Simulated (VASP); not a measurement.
Here is a VASP 6.6.1 calculation.

File INCAR:

```
ALGO = Normal
EDIFF = 1E-7
EDIFFG = -0.04
ENCUT = 600
GGA = PE
IBRION = 2
ISIF = 3
ISMEAR = 0
LASPH = T
LCHARG = F
LREAL = F
LWAVE = F
NELM = 60
NSW = 90
PREC = Accurate
SIGMA = 0.1
```

The input KPOINTS:

```
k-points
0
Gamma
  3 3 3
```

The input POSCAR:

```
Sb3S2
1.0
    3.1329424100      1.8088051400      4.9063856000
   -3.1329424100      1.8088051400      4.9063856000
    0.0000000000     -3.6176102900      4.9063856000
Sb S
3 2
Direct
    0.2915393900      0.7191566200      0.2915393900
    0.2915393900      0.2915393900      0.7191566200
    0.7191566200      0.2915393900      0.2915393900
    0.2992105700      0.2992105700      0.2992105700
    0.9664030900      0.9664030900      0.9664030900
```

Potentials or basis: VASP PAW PBE potentials, release 64 (Sb, S).

The run is started by

```bash
$ cat potpaw_PBE.64/Sb/POTCAR potpaw_PBE.64/S/POTCAR > POTCAR
$ mpirun -np 1 vasp_std > vasp.out
```

Estimate the relaxed cell.

a = 5.945 Å, b = 5.945 Å, c = 5.945 Å, α = 64.86°, β = 64.86°, γ = 64.86°.

Estimate the space group after relaxing (to 0.05 Å).

R3m (No. 160).

Estimate the relaxed volume.

32.88 Å³/atom.

Final structure:
```yaml
crystal:
  lattice:
    - [3.18817, 1.84069, 4.66843]
    - [-3.18817, 1.84069, 4.66843]
    - [0.00000, -3.68138, 4.66843]
  atoms:
    - { symbol: Sb, position: [0.26484, 0.77955, 0.26483] }
    - { symbol: Sb, position: [0.26484, 0.26484, 0.77955] }
    - { symbol: Sb, position: [0.77955, 0.26484, 0.26483] }
    - { symbol: S, position: [0.29551, 0.29551, 0.29551] }
    - { symbol: S, position: [0.96311, 0.96311, 0.96311] }
```

Caveat: the k points lie up to 0.41 Å⁻¹ apart in the final cell.
